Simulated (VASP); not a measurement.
# PtS2 (P-3m1) in VASP: a series of runs

Runs on PtS2. Level: PBE. Tasks: single point, relaxation of shape and atoms at fixed volume.

All numbers are computed with VASP 6.6.1; they aren't measurements. Logs are shortened: lines on timing, memory, paths and dates and some standing lists are left out, and cuts for length are marked.

### 1 The cell of the first run

The structure is trigonal, space group P-3m1 (No. 164). The conventional cell has a = 3.577 Å, b = 3.577 Å, c = 6.872 Å, α = 90.00°, β = 90.00°, γ = 120.00°. Within 3.2 Å of Pt (site symmetry -3m) lie 6 S at 2.40 Å. S (site symmetry 3m) has 3 Pt at 2.40 Å and 3 S at 3.21 Å within 3.3 Å.

### 2 Single point, PBE, non-collinear spin, zero start, spin-orbit coupling (25.38 Å³/atom)

INCAR reads:

```
SYSTEM = PtS2
ALGO = Normal
EDIFF = 1E-7
ENCUT = 520
GGA = PE
GGA_COMPAT = .FALSE.
ISIF = 2
ISMEAR = 0
LASPH = .TRUE.
LCHARG = .FALSE.
LMAXMIX = 4
LNONCOLLINEAR = .TRUE.
LORBIT = 11
LORBMOM = .TRUE.
LREAL = .FALSE.
LSORBIT = .TRUE.
LWAVE = .FALSE.
MAGMOM = 0 0 0 0 0 0 0 0 0
NBANDS = 35
NELM = 150
PREC = Accurate
SIGMA = 0.05
```

KPOINTS reads:

```
k-points
0
G
  8 8 4
  0 0 0
```

POSCAR reads:

```
PtS2
1.0
    3.5770476896      0.0000000000      0.0000000000
   -1.7885238448      3.0978141698      0.0000000000
    0.0000000000      0.0000000000      6.8721452911
Pt S
1 2
Direct
    0.0000000000      0.0000000000      0.0000000000
    0.3333333333      0.6666666667      0.1789006176
    0.6666666667      0.3333333333      0.8210993824
```

Potentials or basis: VASP PAW PBE potentials, release 64 (Pt, S).

Command:

```sh
$ cat potpaw_PBE.64/Pt/POTCAR potpaw_PBE.64/S/POTCAR > POTCAR
$ mpirun -np 1 vasp_ncl > vasp.out
```

OUTCAR:

```text
SYSTEM = PtS2
   EDIFF = 1E-7
   ENCUT = 520
   GGA = PE
   ISIF = 2
   ISMEAR = 0
   LASPH = .TRUE.
   LNONCOLLINEAR = .TRUE.
   LORBIT = 11
   LREAL = .FALSE.
   LSORBIT = .TRUE.
   NELM = 150
   PREC = Accurate

 ion  position               nearest neighbor table
   1  0.000  0.000  0.000-   2 2.40   3 2.40   3 2.40   2 2.40   3 2.40   2 2.40
   2  0.333  0.667  0.179-   1 2.40   1 2.40   1 2.40
   3  0.667  0.333  0.821-   1 2.40   1 2.40   1 2.40

  LATTYP: Found a hexagonal cell.
 ALAT       =     3.5770476896
 C/A-ratio  =     1.9211779902

  Lattice vectors:

 A1 = (   3.5770476896,   0.0000000000,   0.0000000000)
 A2 = (  -1.7885238448,   3.0978141698,   0.0000000000)
 A3 = (   0.0000000000,   0.0000000000,   6.8721452911)

Analysis of symmetry for initial positions (statically):
=====================================================================
 Subroutine PRICEL returns:
 Original cell was already a primitive cell.

 Routine SETGRP: Setting up the symmetry group for a
 hexagonal supercell.

 Subroutine GETGRP returns: Found 12 space group operations
 (whereof 12 operations were pure point group operations)
 out of a pool of 24 trial point group operations.

The static configuration has the point symmetry D_3d.

Analysis of symmetry for dynamics (positions and initial velocities):
=====================================================================
 Subroutine PRICEL returns:
 Original cell was already a primitive cell.

 Routine SETGRP: Setting up the symmetry group for a
 hexagonal supercell.

 Subroutine GETGRP returns: Found 12 space group operations
 (whereof 12 operations were pure point group operations)
 out of a pool of 24 trial point group operations.

The dynamic configuration has the point symmetry D_3d.

Analysis of structural, dynamic, and magnetic symmetry:
=====================================================================
 Subroutine PRICEL returns:
 Original cell was already a primitive cell.

 Routine SETGRP: Setting up the symmetry group for a
 hexagonal supercell.

 Subroutine GETGRP returns: Found 12 space group operations
 (whereof 12 operations were pure point group operations)
 out of a pool of 24 trial point group operations.

The overall configuration has the point symmetry D_3d.

 Subroutine INISYM returns: Found 12 space group operations
 (whereof 12 operations are pure point group operations),
 and found     1 'primitive' translations

----------------------------------------------------------------------------------------

                                     Primitive cell

  volume of cell :      76.1504

  direct lattice vectors                    reciprocal lattice vectors
     3.577047690  0.000000000  0.000000000     0.279560153  0.161404130  0.000000000
    -1.788523845  3.097814170  0.000000000     0.000000000  0.322808259  0.000000000
     0.000000000  0.000000000  6.872145291     0.000000000  0.000000000  0.145514968

  length of vectors
     3.577047690  3.577047690  6.872145291     0.322808259  0.322808259  0.145514968

  position of ions in fractional coordinates (direct lattice)
     0.000000000  0.000000000  0.000000000
     0.333333333  0.666666667  0.178900618
     0.666666667  0.333333333  0.821099382

  ion indices of the primitive-cell ions
   primitive index   ion index
                 1           1
                 2           2
                 3           3

----------------------------------------------------------------------------------------

 KPOINTS: k-points

Automatic generation of k-mesh.
 Grid dimensions read from file:
 generate k-points for:    8    8    4

 Generating k-lattice:

  Cartesian coordinates                     Fractional coordinates (reciprocal lattice)
     0.034945019  0.020175516  0.000000000     0.125000000  0.000000000  0.000000000
     0.000000000  0.040351032  0.000000000     0.000000000  0.125000000  0.000000000
     0.000000000  0.000000000  0.036378742     0.000000000  0.000000000  0.250000000

  Length of vectors
     0.040351032  0.040351032  0.036378742

  Shift w.r.t. Gamma in fractional coordinates (k-lattice)
     0.000000000  0.000000000  0.000000000

 Subroutine IBZKPT returns following result:
 ===========================================

 Found     35 irreducible k-points:

 Following reciprocal coordinates:
            Coordinates               Weight
  0.000000  0.000000  0.000000      1.000000
  0.125000  0.000000  0.000000      6.000000
  0.250000  0.000000  0.000000      6.000000
  0.375000  0.000000  0.000000      6.000000
  0.500000  0.000000  0.000000      3.000000
  0.125000  0.125000  0.000000      6.000000
[... 45 lines left out ...]
   POTIM  = 0.5000    time-step for ionic-motion
   TEBEG  =    0.0;   TEEND  =   0.0 temperature during run
   PSTRESS=    0.0 pullay stress
   NELECT =      22.0000    total number of electrons
   NUPDOWN=      -1.0000    fix difference up-down
   EMIN   =  10.00;   EMAX   =-10.00  energy-range for DOS
   EFERMI =   0.00;   METHOD = LEGACY
   ISMEAR =     0;   SIGMA  =   0.05  broadening in eV -4-tet -1-fermi 0-gaus
   EFERMI_NEDOS =   21; number of points for ismear=-14 and -15
   IALGO  =     38    algorithm
   IMIX   =      4    mixing-type and parameters
     AMIX     =   0.40;   BMIX     =  1.00
     AMIX_MAG =   1.60;   BMIX_MAG =  1.00
  volume/ion in A,a.u.               =      25.38       171.30
  Fermi-wavevector in a.u.,A,eV,Ry     =   1.082243  2.045143 15.935832  1.171251
  Thomas-Fermi vector in A             =   2.218280
   LORBIT       =     11    0 simple, 1 ext, 2 COOP (PROOUT), +10 PAW based schemes
   GGA     = PE    functional components
   LHFCALC =     F    Hartree Fock is set to
   AEXX    =    0.0000 exact exchange contribution
   IVDW    =     0    specifies the selected vdW correction
   LEPSILON=     F    determine dielectric tensor
   LRPA    =     F    only Hartree local field effects (RPA)
 Gauss-broadening in eV      SIGMA  =   0.05
  energy-cutoff  :      520.00
  volume of cell :       76.15
 maximum number of plane-waves:      4154
 NGX is ok and might be reduce to    28
   NGX = 13   NGY = 13   NGZ = 25

 number of electron      21.9999998 magnetization       0.0000000      0.0000000      0.0000000

 number of electron      21.9999998 magnetization       0.0000000      0.0000000     -0.0000000

 number of electron      21.9999998 magnetization       0.0000000     -0.0000000     -0.0000000

 number of electron      21.9999998 magnetization      -0.0000000     -0.0000000     -0.0000000

 Free energy of the ion-electron system (eV)
  ---------------------------------------------------
  ext. energy  EPLUGINS =         0.00000000
  ---------------------------------------------------
  free energy    TOTEN  =       -15.85321194 eV

  energy without entropy =      -15.85321194  energy(sigma->0) =      -15.85321194

 E-fermi :   2.7875     XC(G=0):  -8.5237

 val. band max:        2.5583636065   @ k =   0.1250   0.1250   0.0000
 cond. band min:       4.1432621505   @ k =   0.0000   0.2500   0.2500
 fundamental gap:      1.5848985441
 Fermi energy:         2.7875251579

 k-point     1 :       0.0000    0.0000    0.0000
  band No.  band energies     occupation
      1     -11.5032      1.00000
      2     -11.5032      1.00000
      3      -9.2909      1.00000
      4      -9.2909      1.00000
      5      -3.3366      1.00000
      6      -3.3366      1.00000
[... 877 lines left out ...]
     33      12.0775      0.00000
     34      12.0776      0.00000

 [... further k-points ...]

 [bands above 34 left out]

------------------------ aborting loop because EDIFF is reached ----------------------------------------

  FORCE on cell =-STRESS in cart. coord.  units (eV):
  Direction    XX          YY          ZZ          XY          YZ          ZX
  --------------------------------------------------------------------------------------
  -------------------------------------------------------------------------------------
  Total       -0.1983913     -0.1983913     -0.0928761      0.0000000      0.0000000      0.0000000
  in kB       -4.1740798     -4.1740798     -1.9540789      0.0000000      0.0000000      0.0000000
  external PRESSURE =      -3.4340795 kB  Pullay stress =       0.0000000 kB

 VOLUME and BASIS-vectors are now :
 -----------------------------------------------------------------------------
  energy-cutoff  :      520.00
  volume of cell :       76.15
      direct lattice vectors                 reciprocal lattice vectors
     3.577047690  0.000000000  0.000000000     0.279560153  0.161404130  0.000000000
    -1.788523845  3.097814170  0.000000000     0.000000000  0.322808259  0.000000000
     0.000000000  0.000000000  6.872145291     0.000000000  0.000000000  0.145514968

 POSITION                                       TOTAL-FORCE (eV/Angst)
 -----------------------------------------------------------------------------------
      0.00000      0.00000      0.00000         0.000000      0.000000     -0.000000
     -0.00000      2.06521      1.22943         0.000000      0.000000     -0.016987
      1.78852      1.03260      5.64271        -0.000000     -0.000000      0.016987
 -----------------------------------------------------------------------------------
    total drift:                               -0.000000      0.000000      0.000000

  FREE ENERGIE OF THE ION-ELECTRON SYSTEM (eV)
  ---------------------------------------------------
  free  energy   TOTEN  =       -15.8532119440 eV

  energy  without entropy=      -15.8532119440  energy(sigma->0) =      -15.85321194

 orbital moment (x)

 # of ion     p       d       tot
 ----------------------------------------
  1        -0.000   0.000   0.000
  2        -0.000   0.000  -0.000
  3        -0.000   0.000  -0.000
 ----------------------------------------
           -0.000   0.000  -0.000

 orbital moment (y)

 # of ion     p       d       tot
 ----------------------------------------
  1         0.000   0.000   0.000
  2        -0.000   0.000  -0.000
  3        -0.000   0.000  -0.000
 ----------------------------------------
           -0.000   0.000  -0.000

 orbital moment (z)

 # of ion     p       d       tot
 ----------------------------------------
  1         0.000   0.000   0.000
  2         0.000   0.000   0.000
  3         0.000   0.000   0.000
 ----------------------------------------
            0.000   0.000   0.000

 Spin-Orbit-Coupling matrix elements

 Ion:    1  E_soc:     -0.7745767
 l=   1
     0.0000000    -0.0332875    -0.0352077
    -0.0332875     0.0000000    -0.0332875
    -0.0352077    -0.0332875     0.0000000
 l=   2
     0.0000000    -0.0213885     0.0000000    -0.0213885    -0.0717132
    -0.0213885     0.0000000    -0.0510891    -0.0260605    -0.0213885
     0.0000000    -0.0510891     0.0000000    -0.0510891     0.0000000
    -0.0213885    -0.0260605    -0.0510891     0.0000000    -0.0213885
    -0.0717132    -0.0213885     0.0000000    -0.0213885     0.0000000
 l=   3
     0.0000000     0.0000000     0.0000000     0.0000000     0.0000000     0.0000000     0.0000000
     0.0000000     0.0000000     0.0000000     0.0000000     0.0000000     0.0000000     0.0000000
     0.0000000     0.0000000     0.0000000     0.0000000     0.0000000     0.0000000     0.0000000
     0.0000000     0.0000000     0.0000000     0.0000000     0.0000000     0.0000000     0.0000000
[... 29 lines left out ...]
 l=   2
     0.0000000     0.0000000     0.0000000     0.0000000     0.0000000
     0.0000000     0.0000000     0.0000000     0.0000000     0.0000000
     0.0000000     0.0000000     0.0000000     0.0000000     0.0000000
     0.0000000     0.0000000     0.0000000     0.0000000     0.0000000
     0.0000000     0.0000000     0.0000000     0.0000000     0.0000000
 l=   3
     0.0000000     0.0000000     0.0000000     0.0000000     0.0000000     0.0000000     0.0000000
     0.0000000     0.0000000     0.0000000     0.0000000     0.0000000     0.0000000     0.0000000
     0.0000000     0.0000000     0.0000000     0.0000000     0.0000000     0.0000000     0.0000000
     0.0000000     0.0000000     0.0000000     0.0000000     0.0000000     0.0000000     0.0000000
     0.0000000     0.0000000     0.0000000     0.0000000     0.0000000     0.0000000     0.0000000
     0.0000000     0.0000000     0.0000000     0.0000000     0.0000000     0.0000000     0.0000000
     0.0000000     0.0000000     0.0000000     0.0000000     0.0000000     0.0000000     0.0000000

 total charge

# of ion       s       p       d       tot
------------------------------------------
    1        0.687   0.774   7.932   9.393
    2        1.359   2.274   0.000   3.633
    3        1.359   2.274   0.000   3.633
--------------------------------------------------
tot          3.405   5.322   7.932  16.659

 magnetization (x)

# of ion       s       p       d       tot
------------------------------------------
    1        0.000  -0.000   0.000   0.000
    2        0.000  -0.000   0.000  -0.000
    3        0.000   0.000   0.000   0.000
--------------------------------------------------
tot          0.000  -0.000   0.000  -0.000

 magnetization (y)

# of ion       s       p       d       tot
------------------------------------------
    1        0.000   0.000   0.000   0.000
    2        0.000   0.000   0.000   0.000
    3        0.000   0.000   0.000   0.000
--------------------------------------------------
tot          0.000   0.000   0.000   0.000

 magnetization (z)

# of ion       s       p       d       tot
------------------------------------------
    1        0.000  -0.000   0.000   0.000
    2        0.000   0.000   0.000   0.000
    3        0.000   0.000   0.000   0.000
--------------------------------------------------
tot          0.000  -0.000   0.000   0.000
```

Wall time 1.8 min (1 thread of Intel Xeon 6975P-C (Granite Rapids), shared host); peak memory 0.43 GiB.

Results:

```
Free energy                                           : -15.8532 eV
Pressure                                              : -0.3 GPa
Largest force                                         : 0.017 eV/Å
Net moment                                            : 0.00 μB per cell
Valence electrons inside the program's atomic spheres : Pt 9.39; S 3.63
```

Forces in eV/Å, atoms in the order of the input:
```
Pt   0.000  0.000  0.000
S    0.000  0.000 -0.017
S    0.000  0.000  0.017
```

Moments on the atoms (μB; x, y, z):
```
Pt  0.00 0.00 0.00
S   0.00 0.00 0.00
S   0.00 0.00 0.00
```

Caveat: this functional lacks dispersion, which binds layers or chains, so the pressure and a relaxed spacing across them are unreliable.

(Part 1 of 2 ends here.)
